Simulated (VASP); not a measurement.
# MgB2 (P6/mmm) in VASP: notebook

MgB2 is run at these levels: revPBE, BLYP, r2SCAN; tasks: relaxation of cell and atoms, single point.

Everything below comes from runs of VASP 6.6.1. Logs are shortened: lines on timing, memory, paths and dates and some standing lists are left out, and cuts for length are marked.

**1. The cell of the first run**

It takes space group P6/mmm (No. 191, hexagonal). The conventional cell has a = 3.085 Å, b = 3.085 Å, c = 3.523 Å, α = 90.00°, β = 90.00°, γ = 120.00°. Mg (site symmetry 6/mmm) has 12 B at 2.51 Å and 6 Mg at 3.08 to 3.09 Å within 3.3 Å. B (site symmetry -6m2) has 3 B at 1.78 Å within 2.4 Å.

**2. Relaxation of cell and atoms, revPBE**

Input file INCAR:

```
ALGO = Normal
EDIFF = 1E-7
EDIFFG = -0.01
ENCUT = 600
GGA = RE
IBRION = 2
ISIF = 3
ISMEAR = -1
LASPH = T
LCHARG = F
LREAL = F
LWAVE = F
NELM = 100
NSW = 60
PREC = Accurate
SIGMA = 0.05
```

Input file KPOINTS:

```
k-points
0
Gamma
  10 10 8
```

Input file POSCAR:

```
MgB2
1.0
    3.0850000000      0.0000000000      0.0000000000
   -1.5425000000      2.6716883707      0.0000000000
    0.0000000000      0.0000000000      3.5230000000
Mg B
1 2
Direct
    0.0000000000      0.0000000000      0.0000000000
    0.6666666667      0.3333333333      0.5000000000
    0.3333333333      0.6666666667      0.5000000000
```

Potentials or basis: VASP PAW PBE potentials, release 64 (Mg, B).

Launch:

```console
$ cat potpaw_PBE.64/Mg/POTCAR potpaw_PBE.64/B/POTCAR > POTCAR
$ mpirun -np 1 vasp_std > vasp.out
```

OUTCAR:

```text
EDIFF = 1E-7
   EDIFFG = -0.01
   ENCUT = 600
   GGA = RE
   IBRION = 2
   ISIF = 3
   ISMEAR = -1
   LASPH = T
   LREAL = F
   NELM = 100
   NSW = 60
   PREC = Accurate

 ion  position               nearest neighbor table
   1  0.000  0.000  0.000-   2 2.51   3 2.51   2 2.51   3 2.51   2 2.51   2 2.51   3 2.51   3 2.51
                             2 2.51   2 2.51   3 2.51   3 2.51
   2  0.667  0.333  0.500-   3 1.78   3 1.78   3 1.78   1 2.51   1 2.51   1 2.51   1 2.51   1 2.51
                             1 2.51
   3  0.333  0.667  0.500-   2 1.78   2 1.78   2 1.78   1 2.51   1 2.51   1 2.51   1 2.51   1 2.51
                             1 2.51

  LATTYP: Found a hexagonal cell.
 ALAT       =     3.0850000000
 C/A-ratio  =     1.1419773096

  Lattice vectors:

 A1 = (   3.0850000000,   0.0000000000,   0.0000000000)
 A2 = (  -1.5425000000,   2.6716883707,   0.0000000000)
 A3 = (   0.0000000000,   0.0000000000,   3.5230000000)

Analysis of symmetry for initial positions (statically):
=====================================================================
 Subroutine PRICEL returns:
 Original cell was already a primitive cell.

 Routine SETGRP: Setting up the symmetry group for a
 hexagonal supercell.

 Subroutine GETGRP returns: Found 24 space group operations
 (whereof 24 operations were pure point group operations)
 out of a pool of 24 trial point group operations.

The static configuration has the point symmetry D_6h.

Analysis of symmetry for dynamics (positions and initial velocities):
=====================================================================
 Subroutine PRICEL returns:
 Original cell was already a primitive cell.

 Routine SETGRP: Setting up the symmetry group for a
 hexagonal supercell.

 Subroutine GETGRP returns: Found 24 space group operations
 (whereof 24 operations were pure point group operations)
 out of a pool of 24 trial point group operations.

The dynamic configuration has the point symmetry D_6h.

 Subroutine INISYM returns: Found 24 space group operations
 (whereof 24 operations are pure point group operations),
 and found     1 'primitive' translations

----------------------------------------------------------------------------------------

                                     Primitive cell

  volume of cell :      29.0371

  direct lattice vectors                    reciprocal lattice vectors
     3.085000000  0.000000000  0.000000000     0.324149109  0.187147575  0.000000000
    -1.542500000  2.671688371  0.000000000     0.000000000  0.374295150  0.000000000
     0.000000000  0.000000000  3.523000000     0.000000000  0.000000000  0.283848992

  length of vectors
     3.085000000  3.085000000  3.523000000     0.374295150  0.374295150  0.283848992

  position of ions in fractional coordinates (direct lattice)
     0.000000000  0.000000000  0.000000000
     0.666666667  0.333333333  0.500000000
     0.333333333  0.666666667  0.500000000

  ion indices of the primitive-cell ions
   primitive index   ion index
                 1           1
                 2           2
                 3           3

----------------------------------------------------------------------------------------

 KPOINTS: k-points

Automatic generation of k-mesh.
 Grid dimensions read from file:
 generate k-points for:   10   10    8

 Generating k-lattice:

  Cartesian coordinates                     Fractional coordinates (reciprocal lattice)
     0.032414911  0.018714758  0.000000000     0.100000000  0.000000000  0.000000000
     0.000000000  0.037429515  0.000000000     0.000000000  0.100000000  0.000000000
     0.000000000  0.000000000  0.035481124     0.000000000  0.000000000  0.125000000

  Length of vectors
     0.037429515  0.037429515  0.035481124

  Shift w.r.t. Gamma in fractional coordinates (k-lattice)
     0.000000000  0.000000000  0.000000000

 Subroutine IBZKPT returns following result:
 ===========================================

 Found     70 irreducible k-points:

 Following reciprocal coordinates:
            Coordinates               Weight
  0.000000  0.000000  0.000000      1.000000
  0.100000  0.000000  0.000000      6.000000
  0.200000  0.000000  0.000000      6.000000
  0.300000  0.000000  0.000000      6.000000
  0.400000  0.000000  0.000000      6.000000
  0.500000  0.000000  0.000000      3.000000
[... 16 lines left out ...]
  0.300000  0.100000  0.125000     24.000000
  0.400000  0.100000  0.125000     24.000000
 [... further k-points ...]
   k-points           NKPTS =     70   k-points in BZ     NKDIM =     70   number of bands    NBANDS=      8
   number of dos      NEDOS =    301   number of ions     NIONS =      3
   total plane-waves  NPLWV =  21952
   dimension x,y,z NGX =    28 NGY =   28 NGZ =   28
   dimension x,y,z NGXF=    56 NGYF=   56 NGZF=   56
   ions per type =               1   2
   NGX,Y,Z   is equivalent  to a cutoff of  15.09, 15.09, 13.21 a.u.
   NGXF,Y,Z  is equivalent  to a cutoff of  30.18, 30.18, 26.43 a.u.
 SYSTEM =  unknown system
   PREC   = accura    normal or accurate (medium, high low for compatibility)
   ISTART =      0    job   : 0-new  1-cont  2-samecut
   ICHARG =      2    charge: 1-file 2-atom 10-const
   ISPIN  =      1    spin polarized calculation?
   LNONCOLLINEAR =      F non collinear calculations
   LSORBIT =      F    spin-orbit coupling
   LASPH  =      T    aspherical Exc in radial PAW
   ENCUT  =  600.0 eV  44.10 Ry    6.64 a.u.   6.16  6.16  7.04*2*pi/ulx,y,z
   NELM   =    100;   NELMIN=  2; NELMDL= -5     # of ELM steps
   EDIFF  = 0.1E-06   stopping-criterion for ELM
   LREAL  =      F    real-space projection
   EDIFFG = -.1E-01   stopping-criterion for IOM
   NSW    =     60    number of steps for IOM
   IBRION =      2    ionic relax: 0-MD 1-quasi-New 2-CG
   NFREE  =      1    steps in history (QN), initial steepest desc. (CG)
   ISIF   =      3    stress and relaxation
   ISYM   =      2    0-nonsym 1-usesym 2-fastsym
   POTIM  = 0.5000    time-step for ionic-motion
   TEBEG  =    0.0;   TEEND  =   0.0 temperature during run
   PSTRESS=    0.0 pullay stress
   NELECT =       8.0000    total number of electrons
   NUPDOWN=      -1.0000    fix difference up-down
   EMIN   =  10.00;   EMAX   =-10.00  energy-range for DOS
   EFERMI =   0.00;   METHOD = LEGACY
   ISMEAR =    -1;   SIGMA  =   0.05  broadening in eV -4-tet -1-fermi 0-gaus
   EFERMI_NEDOS =   21; number of points for ismear=-14 and -15
   IALGO  =     38    algorithm
   IMIX   =      4    mixing-type and parameters
     AMIX     =   0.40;   BMIX     =  1.00
     AMIX_MAG =   1.60;   BMIX_MAG =  1.00
  volume/ion in A,a.u.               =       9.68        65.32
  Fermi-wavevector in a.u.,A,eV,Ry     =   1.065255  2.013040 15.439462  1.134768
  Thomas-Fermi vector in A             =   2.200801
   LORBIT       =      0    0 simple, 1 ext, 2 COOP (PROOUT), +10 PAW based schemes
   GGA     = RE    functional components
   LHFCALC =     F    Hartree Fock is set to
   AEXX    =    0.0000 exact exchange contribution
   IVDW    =     0    specifies the selected vdW correction
   LEPSILON=     F    determine dielectric tensor
   LRPA    =     F    only Hartree local field effects (RPA)
 conjugate gradient relaxation of ions
 non-spin polarized calculation
  energy-cutoff  :      600.00
  volume of cell :       29.04
 maximum number of plane-waves:       986
 NGX is ok and might be reduce to    28
   NGX = 13   NGY = 13   NGZ = 15

--------------------------------------- Ionic step        1  -------------------------------------------

 number of electron       8.0000000 magnetization

 Free energy of the ion-electron system (eV)
  ---------------------------------------------------
  ext. energy  EPLUGINS =         0.00000000
  ---------------------------------------------------
  free energy    TOTEN  =       -14.68315635 eV

  energy without entropy =      -14.67704079  energy(sigma->0) =      -14.68009857

------------------------ aborting loop because EDIFF is reached ----------------------------------------

  FORCE on cell =-STRESS in cart. coord.  units (eV):
  Direction    XX          YY          ZZ          XY          YZ          ZX
  --------------------------------------------------------------------------------------
  -------------------------------------------------------------------------------------
  Total        0.2815804      0.2815804      0.1976546      0.0000000     -0.0000000      0.0000000
  in kB       15.5367244     15.5367244     10.9059610      0.0000000     -0.0000000      0.0000000
  external PRESSURE =      13.9931366 kB  Pullay stress =       0.0000000 kB
[... 133 lines left out ...]
  energy  without entropy=      -14.6782910094  energy(sigma->0) =      -14.68129512

--------------------------------------- Ionic step        5  -------------------------------------------

 number of electron       8.0000000 magnetization

 Free energy of the ion-electron system (eV)
  ---------------------------------------------------
  ext. energy  EPLUGINS =         0.00000000
  ---------------------------------------------------
  free energy    TOTEN  =       -14.68431871 eV

  energy without entropy =      -14.67827103  energy(sigma->0) =      -14.68129487

 E-fermi :   5.3300     XC(G=0): -10.8080

 val. band max:        5.3108114303   @ k =   0.1000   0.0000   0.1250
 cond. band min:       5.3466509210   @ k =   0.3000   0.2000   0.0000
 fundamental gap:      0.0358394907
 Fermi energy:         5.3300476119

 k-point     1 :       0.0000    0.0000    0.0000
  band No.  band energies     occupation
      1      -7.1057      2.00000
      2       2.3716      2.00000
      3       5.6541      0.00306
      4       5.6541      0.00306
      5       6.9349      0.00000
      6      11.5572      0.00000
      7      11.5572      0.00000
      8      13.2184      0.00000
[... 243 lines left out ...]
 k-point    24 :       0.4000    0.1000    0.1250
  band No.  band energies     occupation
      1      -3.5178      2.00000
      2      -1.7474      2.00000
      3       2.4814      2.00000
      4       4.6258      2.00000
      5       7.4936      0.00000
      6      10.4432      0.00000
      7      11.5828      0.00000
      8      13.5199      0.00000

 [... further k-points ...]
[... 5 lines left out ...]
  --------------------------------------------------------------------------------------
  -------------------------------------------------------------------------------------
  Total       -0.0098282     -0.0098282      0.0137636     -0.0000000      0.0000000      0.0000000
  in kB       -0.5372617     -0.5372617      0.7523923     -0.0000000      0.0000000      0.0000000
  external PRESSURE =      -0.1073770 kB  Pullay stress =       0.0000000 kB
[... 18 lines left out ...]
  FREE ENERGIE OF THE ION-ELECTRON SYSTEM (eV)
  ---------------------------------------------------
  free  energy   TOTEN  =       -14.6843187090 eV

  energy  without entropy=      -14.6782710251  energy(sigma->0) =      -14.68129487

 reached required accuracy - stopping structural energy minimisation
```

Wall time 42 s (1 thread of AMD EPYC 7R43 (Zen 3), shared host); peak memory 0.14 GiB.

What came out:

```yaml
Free_energy: -14.6843 eV
Relaxed_volume: 9.77 Å³/atom
Relaxed_cell: a = 3.095 Å, b = 3.095 Å, c = 3.533 Å, α = 90.00°, β = 90.00°, γ = 120.00°
Space_group_after_relaxing_to_0.05_Å: P6/mmm (No. 191)
Energy_gained_by_relaxing: 0.4 meV/atom
Ionic_steps: 5
Pressure_after_relaxing: 0.0 GPa
Band_gap_on_the_k_mesh: zero (band 4 reaches 6.41 eV, above the bottom of band 5 at 3.97 eV)
```

The path:
| step | energy change (eV) | largest force (eV/Å) | pressure (GPa) | volume (Å³) |
| --- | --- | --- | --- | --- |
| 1 | 0.0000 | 0.0000 | 1.40 | 29.04 |
| 2 | -0.0010 | 0.0000 | -0.48 | 29.39 |
| 3 | -0.0011 | 0.0000 | 0.03 | 29.30 |
| 4 | -0.0011 | 0.0000 | 0.00 | 29.30 |
| 5 | -0.0012 | 0.0000 | -0.01 | 29.31 |

Final structure:
```cif
data_structure
_symmetry_space_group_name_H-M 'P 1'
_symmetry_Int_Tables_number 1
_cell_length_a 3.0948
_cell_length_b 3.0948
_cell_length_c 3.5334
_cell_angle_alpha 90.000
_cell_angle_beta 90.000
_cell_angle_gamma 120.000
_cell_volume 29.31
loop_
_atom_site_label
_atom_site_type_symbol
_atom_site_fract_x
_atom_site_fract_y
_atom_site_fract_z
_atom_site_occupancy
Mg1 Mg 0.00000 0.00000 0.00000 1
B1 B 0.66667 0.33333 0.50000 1
B2 B 0.33333 0.66667 0.50000 1
```

Caveat: the PAW data sets were made with another functional, which shifts forces and pressure a little. revPBE gives volumes clearly too large for solids.

**3. Relaxation of cell and atoms, BLYP**

Input file INCAR:

```
SYSTEM = MgB2
PREC = Accurate
ENCUT = 600
EDIFF = 1E-7
ISMEAR = -1
SIGMA = 0.05
LREAL = .FALSE.
LASPH = .TRUE.
NELM = 60
ALGO = Normal
ISIF = 3
LWAVE = .FALSE.
LCHARG = .FALSE.
GGA = B5
ALDAX = 1.0
AGGAX = 1.0
AGGAC = 1.0
ALDAC = 0.0
IBRION = 2
NSW = 60
EDIFFG = -0.01
```

Input file KPOINTS:

```
Automatic mesh
0
G
  10 10 8
  0 0 0
```

POSCAR is that of step 2.

Potentials or basis: VASP PAW PBE potentials, release 64 (Mg, B).

Launch:

```console
$ cat potpaw_PBE.64/Mg/POTCAR potpaw_PBE.64/B/POTCAR > POTCAR
$ mpirun -np 1 vasp_std > vasp.out
```

It took 65 s on 1 thread of Intel Xeon Platinum 8488C (Sapphire Rapids), shared host; peak memory 0.17 GiB.

Results (log left out):

| Quantity | Value |
| --- | --- |
| Free energy | -13.4493 eV |
| Relaxed volume | 9.74 Å³/atom |
| Relaxed cell | a = 3.088 Å, b = 3.088 Å, c = 3.539 Å, α = 90.00°, β = 90.00°, γ = 120.00° |
| Space group after relaxing (to 0.05 Å) | P6/mmm (No. 191) |
| Energy gained by relaxing | 0.2 meV/atom |
| Ionic steps | 4 |
| Pressure after relaxing | 0.0 GPa |
| Band gap on the k mesh | zero (band 4 reaches 6.79 eV, above the bottom of band 5 at 4.48 eV) |

Stress tensor (GPa, compression positive):
```
-0.05  0.00  0.00
 0.00 -0.05  0.00
 0.00  0.00  0.05
```

Step by step:
```csv
step,energy change (eV),largest force (eV/Å),pressure (GPa),volume (Å³)
1,0.0000,0.0000,0.76,29.04
2,-0.0005,0.0000,-0.15,29.23
3,-0.0005,0.0000,-0.10,29.22
4,-0.0006,0.0000,-0.02,29.22
```

Final structure:
```cif
data_structure
_symmetry_space_group_name_H-M 'P 1'
_symmetry_Int_Tables_number 1
_cell_length_a 3.0877
_cell_length_b 3.0877
_cell_length_c 3.5387
_cell_angle_alpha 90.000
_cell_angle_beta 90.000
_cell_angle_gamma 120.000
_cell_volume 29.22
loop_
_atom_site_label
_atom_site_type_symbol
_atom_site_fract_x
_atom_site_fract_y
_atom_site_fract_z
_atom_site_occupancy
Mg1 Mg 0.00000 0.00000 0.00000 1
B1 B 0.66667 0.33333 0.50000 1
B2 B 0.33333 0.66667 0.50000 1
```

Levels at points of the mesh, in eV from the Fermi level:
```csv
k point,band 1,band 2,band 3,band 4,band 5,band 6,band 7,band 8
"(0.00, 0.00, 0.00)",-12.30,-2.95,0.27,0.27,1.72,6.37,6.37,8.08
"(0.50, 0.00, 0.00)",-8.48,-7.72,-2.19,0.17,3.03,4.07,5.38,6.96
"(0.00, 0.00, 0.50)",-11.06,-7.31,0.62,0.62,6.71,6.71,7.91,9.73
"(0.50, 0.00, 0.50)",-7.55,-6.83,-3.46,-1.92,-1.22,5.82,8.67,8.95
```

Caveat: the PAW data sets were made with another functional, which shifts forces and pressure a little. BLYP gives volumes clearly too large for solids.

[end of part 1 of 2]
